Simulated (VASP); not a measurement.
Write the native input for VASP 6.6.1 that does the following.

| Quantity | Value |
| --- | --- |
| Task | single point |
| Functional | PBE |
| Potentials or basis | VASP PAW PBE potentials, release 64 (Sn_d, Se) |
| Cutoff | 520 eV |
| k mesh | 12 × 12 × 12 |
| Occupations | gaussian, width 0.15 eV |
| Spin | no spin polarisation |
| Dipole correction | no |
| Further INCAR settings | ALGO = Normal; EDIFF = 1e-07; NBANDS = 32 |

The structure of Sn3Se lies in POSCAR:

```
Sn3Se
1.0
    0.0000000000      3.7372741262      3.7372741262
    3.7279542406      0.0093198856      3.7279542406
    3.7279542406      3.7279542406      0.0093198856
Sn Se
3 1
Direct
    0.2500000000      0.2500000000      0.2500000000
    0.7500000000      0.7500000000      0.7500000000
    0.5000000000      0.5000000000      0.5000000000
    0.0000000000      0.0000000000      0.0000000000
```

This cell differs from its parent crystal: strain +0.0050 x Voigt [0, 0, 0, 1, 0, 0].

The input as run:

INCAR

```
PREC = Accurate
ENCUT = 520
EDIFF = 1E-7
ISMEAR = 0
SIGMA = 0.15
LREAL = F
LASPH = T
NELM = 80
ALGO = Normal
ISIF = 2
LWAVE = F
LCHARG = F
GGA = PE
NBANDS = 32
```

KPOINTS

```
Automatic mesh
0
Gamma
  12 12 12
```

Potentials or basis: VASP PAW PBE potentials, release 64 (Sn_d, Se).

Launch:

```console
$ cat potpaw_PBE.64/Sn_d/POTCAR potpaw_PBE.64/Se/POTCAR > POTCAR
$ mpirun -np 1 vasp_std > vasp.out
```

It gave:

```json
{
  "Pressure": "0.1 GPa",
  "Largest force": "0.012 eV/Å",
  "Band gap on the k mesh": "zero (bands 24 and 25 overlap by 2.14 eV)"
}
```

Caveat: the cell differs from its parent crystal (strain +0.0050 x Voigt [0, 0, 0, 1, 0, 0]); spin-orbit coupling is left out, which moves the levels of the heavy elements.

Run time: 9.9 min on 1 thread of Intel(R) Xeon(R) 6975P-C (Granite Rapids) (shared host), peak memory 0.81 GiB.
